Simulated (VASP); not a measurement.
# Al8N7 (a cell with a defect) in VASP: a series of runs, part 2 of 2

VASP 6.6.1. The steps go on from the part before.

### 3 Relaxation of the atoms, PBE

The input, INCAR:

```
SYSTEM = Al8N7
PREC     = Accurate       ! precision mode
ENCUT    = 520            ! plane-wave cutoff, eV
EDIFF    = 1E-7           ! SCF threshold, eV
ISMEAR   = 0              ! smearing method
SIGMA    = 0.01           ! smearing width, eV
LREAL    = Auto         
LASPH    = .TRUE.         ! aspherical terms in the spheres
NELM     = 100            ! most SCF steps
ALGO     = Normal         ! electronic algorithm
ISIF     = 2              ! what is computed and relaxed
LWAVE    = .FALSE.        ! write WAVECAR
LCHARG   = .FALSE.        ! write CHGCAR
GGA      = PE             ! functional
IBRION   = 2              ! ionic algorithm
NSW      = 65             ! ionic steps
EDIFFG   = -0.025         ! ionic threshold
NELECT   = 58.0
```

The input, KPOINTS:

```
regular mesh
0
G
  2 2 2
  0 0 0
```

The input, POSCAR:

```
Al8N7
1.0
    0.0000000000      4.4031742015     -4.4031742015
    4.4031742015      4.4031742015      0.0000000000
    4.4031742015      0.0000000000     -4.4031742015
Al N
8 7
Direct
    0.0012731717      0.0012731717      0.4961804850
   -0.0016699096      0.5005566365      0.5005566365
    0.5005566365     -0.0016699096      0.5005566365
    0.5005566365      0.5005566365      0.5005566365
    0.0012731717      0.0012731717      1.0012731717
    0.0012731717      0.4961804850      1.0012731717
    0.4961804850      0.0012731717      1.0012731717
    0.5005566365      0.5005566365      0.9983300904
    0.1256915822      0.6243084178      0.1256915822
    0.6243084178      0.1256915822      0.1256915822
    0.6243084178      0.6243084178      0.1256915822
    0.1256915822      0.1256915822      0.6243084178
    0.1256915822      0.6243084178      0.6243084178
    0.6243084178      0.1256915822      0.6243084178
    0.6250000000      0.6250000000      0.6250000000
```

Potentials or basis: VASP PAW PBE potentials, release 64 (Al, N).

Run with:

```console
> cat potpaw_PBE.64/Al/POTCAR potpaw_PBE.64/N/POTCAR > POTCAR
> mpirun -np 1 vasp_std > vasp.out
```

OUTCAR:

```text
SYSTEM = Al8N7
   PREC = Accurate
   ENCUT = 520
   EDIFF = 1E-7
   ISMEAR = 0
   LREAL = Auto
   LASPH = .TRUE.
   NELM = 100
   ISIF = 2
   GGA = PE
   IBRION = 2
   NSW = 65
   EDIFFG = -0.025
   NELECT = 58.0

 ion  position               nearest neighbor table
   1  0.001  0.001  0.496-  12 1.92  14 1.92  13 1.92   5 3.08   6 3.08   7 3.08   2 3.11   3 3.11
                             4 3.11   4 3.11   3 3.11   2 3.11   7 3.15   5 3.15   6 3.15
[... 414 lines left out ...]
     0.000000000  4.403174201 -4.403174201    -0.113554444  0.113554444 -0.113554444
     4.403174201  4.403174201  0.000000000     0.113554444  0.113554444  0.113554444
     4.403174201  0.000000000 -4.403174201     0.113554444 -0.113554444 -0.113554444

 POSITION                                       TOTAL-FORCE (eV/Angst)
 -----------------------------------------------------------------------------------
      6.63787      8.77324     -6.63787        -0.010541      0.010541      0.010541
      4.41104      6.59690     -6.59690        -0.008807      0.008807     -0.008807
      6.59690      6.59690     -4.41104         0.008807      0.008807      0.008807
      4.41104      4.41104     -4.41104        -0.008807     -0.008807      0.008807
      8.77324      8.77324     -8.77324         0.010541      0.010541     -0.010541
      6.63787      6.63787     -8.77324        -0.010541     -0.010541     -0.010541
      8.77324      6.63787     -6.63787         0.010541     -0.010541      0.010541
      6.59690      4.41104     -6.59690         0.008807     -0.008807     -0.008807
      3.30238      3.30238     -1.10836         0.000000     -0.000000      0.023508
      1.10836      3.30238     -3.30238        -0.023508     -0.000000     -0.000000
      3.30238      5.49640     -3.30238         0.000000      0.023508     -0.000000
      3.30238      1.10836     -3.30238         0.000000     -0.023508     -0.000000
      5.49640      3.30238     -3.30238         0.023508     -0.000000     -0.000000
      3.30238      3.30238     -5.49640         0.000000     -0.000000     -0.023508
      5.50397      5.50397     -5.50397         0.000000     -0.000000     -0.000000
 -----------------------------------------------------------------------------------
    total drift:                                0.000001      0.000001     -0.000001

  FREE ENERGIE OF THE ION-ELECTRON SYSTEM (eV)
  ---------------------------------------------------
  free  energy   TOTEN  =      -113.3129543863 eV

  energy  without entropy=     -113.3129543863  energy(sigma->0) =     -113.31295439

 reached required accuracy - stopping structural energy minimisation
```

OSZICAR:

```text
N       E                     dE             d eps       ncg     rms          rms(c)
DAV:   1     0.243287217838E+03    0.24329E+03   -0.26749E+04   222   0.138E+03
DAV:   2    -0.103563100557E+03   -0.34685E+03   -0.33695E+03   285   0.268E+02
DAV:   3    -0.130115509928E+03   -0.26552E+02   -0.26403E+02   260   0.810E+01
[... 19 lines left out ...]
DAV:   5    -0.113312944781E+03   -0.21379E-05   -0.63768E-04   253   0.109E-01    0.317E-02
DAV:   6    -0.113312950520E+03   -0.57395E-05   -0.58496E-05   268   0.413E-02    0.141E-02
DAV:   7    -0.113312954370E+03   -0.38492E-05   -0.13760E-05   255   0.192E-02    0.597E-03
DAV:   8    -0.113312954429E+03   -0.59571E-07   -0.49949E-06   261   0.109E-02    0.244E-03
DAV:   9    -0.113312954386E+03    0.42795E-07   -0.82368E-07   276   0.463E-03
   2 F= -.11331295E+03 E0= -.11331295E+03  d E =-.242112E+00
```

CONTCAR:

```text
Al8N7
   1.00000000000000
     0.0000000000000000    4.4031742014999997   -4.4031742014999997
     4.4031742014999997    4.4031742014999997    0.0000000000000000
     4.4031742014999997    0.0000000000000000   -4.4031742014999997
  Al              N
     8     7
Direct
     0.9962406205695834    0.9962406205695834    0.5112781383912446
[... 19 lines left out ...]
  0.00000000E+00  0.00000000E+00  0.00000000E+00
  0.00000000E+00  0.00000000E+00  0.00000000E+00
  0.00000000E+00  0.00000000E+00  0.00000000E+00
  0.00000000E+00  0.00000000E+00  0.00000000E+00
  0.00000000E+00  0.00000000E+00  0.00000000E+00
  0.00000000E+00  0.00000000E+00  0.00000000E+00
  0.00000000E+00  0.00000000E+00  0.00000000E+00
  0.00000000E+00  0.00000000E+00  0.00000000E+00
  0.00000000E+00  0.00000000E+00  0.00000000E+00
  0.00000000E+00  0.00000000E+00  0.00000000E+00
  0.00000000E+00  0.00000000E+00  0.00000000E+00
```

It took 84 s on 1 thread of Intel Xeon Platinum 8488C (Sapphire Rapids), shared host; peak memory 0.31 GiB.

What came out:

| Property | Result |
| --- | --- |
| Free energy | -113.3130 eV |
| Energy gained by relaxing | 16.1 meV/atom |
| Ionic steps | 2 |
| Largest force after relaxing | 0.024 eV/Å |

Forces on the atoms (eV/Å):
```
Al  -0.011  0.011  0.011
Al  -0.009  0.009 -0.009
Al   0.009  0.009  0.009
Al  -0.009 -0.009  0.009
Al   0.011  0.011 -0.011
Al  -0.011 -0.011 -0.011
Al   0.011 -0.011  0.011
Al   0.009 -0.009 -0.009
N    0.000  0.000  0.024
N   -0.024  0.000  0.000
N    0.000  0.024  0.000
N    0.000 -0.024  0.000
N    0.024  0.000  0.000
N    0.000  0.000 -0.024
N    0.000  0.000  0.000
```

The path:
```csv
step,energy change (eV),largest force (eV/Å),pressure (GPa)
1,0.0000,1.5912,-11.77
2,-0.2421,0.0235,-9.86
```

Final structure:
```
Al N
1.0
     0.00000    4.40317   -4.40317
     4.40317    4.40317    0.00000
     4.40317    0.00000   -4.40317
Al N
8 7
Direct
  0.99624 0.99624 0.51128
  0.99732 0.50089 0.50089
  0.50089 0.99732 0.50089
  0.50089 0.50089 0.50089
  0.99624 0.99624 0.99624
  0.99624 0.51128 0.99624
  0.51128 0.99624 0.99624
  0.50089 0.50089 0.99732
  0.12586 0.62414 0.12586
  0.62414 0.12586 0.12586
  0.62414 0.62414 0.12586
  0.12586 0.12586 0.62414
  0.12586 0.62414 0.62414
  0.62414 0.12586 0.62414
  0.62500 0.62500 0.62500
```

Caveat: the k points lie up to 0.62 Å⁻¹ apart; the cell carries a net charge on a neutralising background, which shifts energy and pressure; the cell is charged against a uniform background, so pressure and absolute levels hang on convention.
